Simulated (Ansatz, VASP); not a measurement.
Ti: VASP beside Ansatz

```xyz
2
Lattice="2.9004 0.0000 0.0000 -1.4502 2.5118 0.0000 0.0000 0.0000 4.5912" Properties=species:S:1:pos:R:3 pbc="T T T"
Ti    0.0000    1.6746    1.1478
Ti    1.4502    0.8373    3.4434
```

Alike in both runs: functional PBEsol; k mesh 20 × 20 × 11; occupations fermi-dirac, width 0.05 eV; no spin polarisation.

Ansatz relaxed the structure, and its values are those at the end. VASP's run is a single point on that final structure, the one shown.

```csv
,VASP,Ansatz
version,VASP 6.6.1,Ansatz 0.2.0
potentials or method,"VASP PAW PBE potentials, release 64 (Ti_sv)","PAW with Ansatz's default frozen-core files, scalar-relativistic"
plane-wave cutoff (eV),500,420
valence electrons in the cell,24,24
```

|  | VASP | Ansatz | Ansatz less VASP |
| --- | --- | --- | --- |
| pressure (GPa) | -0.3 | 0.0 | +0.30 |

VASP's potentials were made for PBE, not for PBEsol. The functional is the same, so the differences come from potentials, cutoffs and numerics.
